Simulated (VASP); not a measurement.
# Lu (Im-3m) in VASP: notebook

Runs on Lu. Level: PBEsol. Tasks: relaxation of cell and atoms.

Everything below comes from runs of VASP 6.6.1. Logs are shortened: lines on timing, memory, paths and dates and some standing lists are left out, and cuts for length are marked.

**1. The cell of the first run**

The structure is cubic, space group Im-3m (No. 229). Conventional cell: a = 3.890 Å, b = 3.890 Å, c = 3.890 Å, α = 90.00°, β = 90.00°, γ = 90.00°. Within 4.4 Å of Lu (site symmetry m-3m) lie 14 Lu at 3.37 to 3.89 Å.

**2. Relaxation of cell and atoms, PBEsol**

INCAR

```
SYSTEM = Lu
  PREC = Accurate
  ENCUT = 600
  EDIFF = 1E-7
  ISMEAR = 1
  SIGMA = 0.1
  LREAL = .False.
  LASPH = .True.
  NELM = 100
  ALGO = Normal
  ISIF = 3
  LWAVE = .False.
  LCHARG = .False.
  GGA = PS
  IBRION = 2
  NSW = 80
  EDIFFG = -0.02
```

KPOINTS

```
Automatic mesh
0
Gamma
  8 8 8
  0 0 0
```

POSCAR

```
Lu
1.0
    1.9450000000      1.9450000000      1.9450000000
   -1.9450000000      1.9450000000      1.9450000000
   -1.9450000000     -1.9450000000      1.9450000000
Lu
1
Direct
    0.0000000000      0.0000000000      0.0000000000
```

Potentials or basis: VASP PAW PBE potentials, release 64 (Lu).

The run is started by

```
cat potpaw_PBE.64/Lu/POTCAR > POTCAR
mpirun -np 1 vasp_std > vasp.out
```

OUTCAR:

```text
SYSTEM = Lu
   PREC = Accurate
   ENCUT = 600
   EDIFF = 1E-7
   ISMEAR = 1
   LREAL = .False.
   LASPH = .True.
   NELM = 100
   ISIF = 3
   GGA = PS
   IBRION = 2
   NSW = 80
   EDIFFG = -0.02

 ion  position               nearest neighbor table
   1  0.000  0.000  0.000-

  LATTYP: Found a body centered cubic cell.
 ALAT       =     3.8900000000

  Lattice vectors:

 A1 = (   1.9450000000,  -1.9450000000,  -1.9450000000)
 A2 = (   1.9450000000,   1.9450000000,   1.9450000000)
 A3 = (  -1.9450000000,  -1.9450000000,   1.9450000000)

Analysis of symmetry for initial positions (statically):
=====================================================================
 Subroutine PRICEL returns:
 Original cell was already a primitive cell.

 Routine SETGRP: Setting up the symmetry group for a
 body centered cubic supercell.

 Subroutine GETGRP returns: Found 48 space group operations
 (whereof 48 operations were pure point group operations)
 out of a pool of 48 trial point group operations.

The static configuration has the point symmetry O_h .

Analysis of symmetry for dynamics (positions and initial velocities):
=====================================================================
 Subroutine PRICEL returns:
 Original cell was already a primitive cell.

 Routine SETGRP: Setting up the symmetry group for a
 body centered cubic supercell.

 Subroutine GETGRP returns: Found 48 space group operations
 (whereof 48 operations were pure point group operations)
 out of a pool of 48 trial point group operations.

The dynamic configuration has the point symmetry O_h .

 Subroutine INISYM returns: Found 48 space group operations
 (whereof 48 operations are pure point group operations),
 and found     1 'primitive' translations

----------------------------------------------------------------------------------------

                                     Primitive cell

  volume of cell :      29.4319

  direct lattice vectors                    reciprocal lattice vectors
     1.945000000  1.945000000  1.945000000     0.257069409  0.000000000  0.257069409
    -1.945000000  1.945000000  1.945000000    -0.257069409  0.257069409  0.000000000
    -1.945000000 -1.945000000  1.945000000     0.000000000 -0.257069409  0.257069409

  length of vectors
     3.368838821  3.368838821  3.368838821     0.363551044  0.363551044  0.363551044

[... 83 lines left out ...]
   NFREE  =      1    steps in history (QN), initial steepest desc. (CG)
   ISIF   =      3    stress and relaxation
   ISYM   =      2    0-nonsym 1-usesym 2-fastsym
   POTIM  = 0.5000    time-step for ionic-motion
   TEBEG  =    0.0;   TEEND  =   0.0 temperature during run
   PSTRESS=    0.0 pullay stress
   NELECT =      25.0000    total number of electrons
   NUPDOWN=      -1.0000    fix difference up-down
   EMIN   =  10.00;   EMAX   =-10.00  energy-range for DOS
   EFERMI =   0.00;   METHOD = LEGACY
   ISMEAR =     1;   SIGMA  =   0.10  broadening in eV -4-tet -1-fermi 0-gaus
   EFERMI_NEDOS =   21; number of points for ismear=-14 and -15
   IALGO  =     38    algorithm
   IMIX   =      4    mixing-type and parameters
     AMIX     =   0.40;   BMIX     =  1.00
     AMIX_MAG =   1.60;   BMIX_MAG =  1.00
  volume/ion in A,a.u.               =      29.43       198.62
  Fermi-wavevector in a.u.,A,eV,Ry     =   1.550417  2.929864 32.705594  2.403793
  Thomas-Fermi vector in A             =   2.655083
   LORBIT       =      0    0 simple, 1 ext, 2 COOP (PROOUT), +10 PAW based schemes
   GGA     = PS    functional components
   LHFCALC =     F    Hartree Fock is set to
   AEXX    =    0.0000 exact exchange contribution
   IVDW    =     0    specifies the selected vdW correction
   LEPSILON=     F    determine dielectric tensor
   LRPA    =     F    only Hartree local field effects (RPA)
 conjugate gradient relaxation of ions
 non-spin polarized calculation
 Methfessel and Paxton  Order N= 1 SIGMA  =   0.10
  energy-cutoff  :      600.00
  volume of cell :       29.43
 maximum number of plane-waves:       993
   NGX = 13   NGY = 13   NGZ = 13

--------------------------------------- Ionic step        1  -------------------------------------------

 number of electron      24.9999992 magnetization

 Free energy of the ion-electron system (eV)
  ---------------------------------------------------
  ext. energy  EPLUGINS =         0.00000000
  ---------------------------------------------------
  free energy    TOTEN  =        -4.79056655 eV

  energy without entropy =       -4.79056907  energy(sigma->0) =       -4.79056739

------------------------ aborting loop because EDIFF is reached ----------------------------------------

  FORCE on cell =-STRESS in cart. coord.  units (eV):
  Direction    XX          YY          ZZ          XY          YZ          ZX
  --------------------------------------------------------------------------------------
  -------------------------------------------------------------------------------------
  Total       -0.4194044     -0.4194044     -0.4194044     -0.0000000      0.0000000      0.0000000
  in kB      -22.8309897    -22.8309897    -22.8309897     -0.0000000      0.0000000      0.0000000
  external PRESSURE =     -22.8309897 kB  Pullay stress =       0.0000000 kB
[... 57 lines left out ...]
--------------------------------------- Ionic step        3  -------------------------------------------

 number of electron      25.0000004 magnetization

 Free energy of the ion-electron system (eV)
  ---------------------------------------------------
  ext. energy  EPLUGINS =         0.00000000
  ---------------------------------------------------
  free energy    TOTEN  =        -4.80104105 eV

  energy without entropy =       -4.79927299  energy(sigma->0) =       -4.80045170

 E-fermi :   2.3748     XC(G=0): -10.9726

 val. band max:        2.3678611727   @ k =  -0.3750   0.2500  -0.0000
 cond. band min:       2.4396715156   @ k =   0.1250   0.5000   0.1250
 fundamental gap:      0.0718103429
 Fermi energy:         2.3748460469

 k-point     1 :       0.0000    0.0000    0.0000
  band No.  band energies     occupation
      1     -53.9069      2.00000
      2     -24.2923      2.00000
      3     -24.2923      2.00000
      4     -24.2923      2.00000
      5      -3.8854      2.00000
      6      -2.6829      2.00000
[... 433 lines left out ...]
      3     -24.5879      2.00000
      4     -24.4987      2.00000
      5      -2.6760      2.00000
      6      -2.6489      2.00000
[... 8 lines left out ...]
     15       4.5435      0.00000
     16       8.3964      0.00000

 [... further k-points ...]
[... 5 lines left out ...]
  --------------------------------------------------------------------------------------
  -------------------------------------------------------------------------------------
  Total        0.0053396      0.0053396      0.0053396     -0.0000000      0.0000000     -0.0000000
  in kB        0.3055598      0.3055598      0.3055598     -0.0000000      0.0000000     -0.0000000
  external PRESSURE =       0.3055598 kB  Pullay stress =       0.0000000 kB
[... 16 lines left out ...]
  FREE ENERGIE OF THE ION-ELECTRON SYSTEM (eV)
  ---------------------------------------------------
  free  energy   TOTEN  =        -4.8010410493 eV

  energy  without entropy=       -4.7992729930  energy(sigma->0) =       -4.80045170

 reached required accuracy - stopping structural energy minimisation
```

OSZICAR:

```text
N       E                     dE             d eps       ncg     rms          rms(c)
DAV:   1     0.799073211994E+02    0.79907E+02   -0.11616E+04  1136   0.570E+03
DAV:   2    -0.548257900745E+00   -0.80456E+02   -0.79384E+02  1000   0.362E+02
DAV:   3    -0.472071524199E+01   -0.41725E+01   -0.41615E+01  1128   0.698E+01
[... 29 lines left out ...]
DAV:   5    -0.480069242976E+01   -0.58483E-02   -0.11732E-02  1728   0.864E-01    0.908E-02
DAV:   6    -0.480090319323E+01   -0.21076E-03   -0.48168E-04  1136   0.157E-01    0.591E-02
DAV:   7    -0.480104083482E+01   -0.13764E-03   -0.28926E-04  1664   0.164E-01    0.466E-03
DAV:   8    -0.480104098318E+01   -0.14835E-06   -0.93838E-06  1320   0.217E-02    0.250E-03
DAV:   9    -0.480104104930E+01   -0.66123E-07   -0.44958E-07  1208   0.390E-03
   3 F= -.48010410E+01 E0= -.48004517E+01  d E =-.104745E-01
```

Wall time 2.1 min (1 thread of AMD EPYC 7R13, shared host); peak memory 0.15 GiB.

What came out:

```
Free energy                            : -4.8010 eV
Relaxed volume                         : 28.00 Å³/atom
Relaxed cell                           : a = 3.313 Å, b = 3.313 Å, c = 3.313 Å, α = 70.53°, β = 109.47°, γ = 70.53°
Space group after relaxing (to 0.05 Å) : Im-3m (No. 229)
Energy gained by relaxing              : 10.5 meV/atom
Ionic steps                            : 3
Pressure after relaxing                : 0.0 GPa
```

Step by step:
```tsv
step	energy change (eV)	largest force (eV/Å)	pressure (GPa)	volume (Å³)
1	0.0000	0.0000	-2.28	29.43
2	-0.0100	0.0000	0.57	27.68
3	-0.0105	0.0000	0.03	28.00
```

Final structure:
```xyz
1
Lattice="1.9129 1.9129 1.9129 -1.9129 1.9129 1.9129 -1.9129 -1.9129 1.9129" Properties=species:S:1:pos:R:3 pbc="T T T"
Lu    0.0000    0.0000    0.0000
```

Levels at points of the mesh, in eV from the Fermi level:
| k point | band 10 | band 11 | band 12 | band 13 | band 14 | band 15 |
| --- | --- | --- | --- | --- | --- | --- |
| (0.00, 0.00, 0.00) | -4.95 | -4.95 | -4.93 | 2.15 | 2.15 | 2.15 |
| (0.50, 0.00, 0.00) | -4.96 | -4.94 | -2.63 | 0.32 | 0.63 | 4.27 |
| (0.50, 0.50, 0.50) | -4.95 | -4.95 | -1.63 | -1.63 | 6.00 | 6.00 |

Caveat: the PAW data sets were made with another functional, which shifts forces and pressure a little; spin-orbit coupling is left out, which moves the levels of the heavy elements.

**3. Relaxation of cell and atoms, PBEsol, target pressure 15 GPa, at which the enthalpy is minimised**

INCAR

```
SYSTEM = Lu
PREC     = Accurate       ! precision mode
ENCUT    = 600            ! plane-wave cutoff, eV
EDIFF    = 1E-7           ! SCF threshold, eV
ISMEAR   = 1              ! smearing method
SIGMA    = 0.1            ! smearing width, eV
LREAL    = .FALSE.        ! projectors in reciprocal space
LASPH    = .TRUE.         ! aspherical terms in the spheres
NELM     = 60             ! most SCF steps
ALGO     = Normal         ! electronic algorithm
ISIF     = 3              ! what is computed and relaxed
LWAVE    = .FALSE.        ! write WAVECAR
LCHARG   = .FALSE.        ! write CHGCAR
GGA      = PS             ! functional
IBRION   = 2              ! ionic algorithm
NSW      = 80             ! ionic steps
EDIFFG   = -0.02          ! ionic threshold
PSTRESS  = 150.0
```

KPOINTS

```
Automatic mesh
0
G
  8 8 8
  0 0 0
```

POSCAR is that of step 2.

Potentials or basis: VASP PAW PBE potentials, release 64 (Lu).

The run is started by

```
cat potpaw_PBE.64/Lu/POTCAR > POTCAR
mpirun -np 1 vasp_std > vasp.out
```

It took 3.3 min on 1 thread of AMD EPYC 7R13, shared host; peak memory 0.16 GiB.

The run converged. Its results:

- Free energy: -4.5777 eV
- Relaxed volume: 22.38 Å³/atom
- Relaxed cell: a = 3.075 Å, b = 3.075 Å, c = 3.075 Å, α = 70.53°, β = 109.47°, γ = 70.53°
- Space group after relaxing (to 0.05 Å): Im-3m (No. 229)
- Energy change on relaxing (the enthalpy is what falls): +212.9 meV/atom
- Ionic steps: 4
- Pressure after relaxing: 14.9 GPa

Step by step:
```tsv
step	energy change (eV)	largest force (eV/Å)	pressure (GPa)	volume (Å³)
1	0.0000	0.0000	-2.28	29.43
2	0.9754	0.0000	41.47	17.87
3	0.1900	0.0000	13.91	22.63
4	0.2129	0.0000	14.93	22.38
```

Final structure:
```yaml
crystal:
  lattice:
    - [1.77521, 1.77521, 1.77521]
    - [-1.77521, 1.77521, 1.77521]
    - [-1.77521, -1.77521, 1.77521]
  atoms:
    - { symbol: Lu, position: [0.00000, 0.00000, 0.00000] }
```

Levels at points of the mesh, in eV from the Fermi level:
| k point | band 9 | band 10 | band 11 | band 12 | band 13 | band 14 | band 15 | band 16 |
| --- | --- | --- | --- | --- | --- | --- | --- | --- |
| (0.00, 0.00, 0.00) | -4.63 | -4.63 | -4.63 | -4.58 | 2.36 | 2.36 | 2.36 | 5.28 |
| (0.50, 0.00, 0.00) | -4.64 | -4.64 | -4.61 | -3.13 | 0.04 | 1.59 | 5.20 | 6.41 |
| (0.50, 0.50, 0.50) | -4.62 | -4.62 | -4.62 | -2.42 | -2.42 | 7.83 | 7.83 | 7.83 |

Caveat: the cell is relaxed towards a set pressure, so the enthalpy falls and the energy may rise; the volume moved by over 15 % at a fixed basis, so the end points are rough; the PAW data sets were made with another functional, which shifts forces and pressure a little; spin-orbit coupling is left out, which moves the levels of the heavy elements.
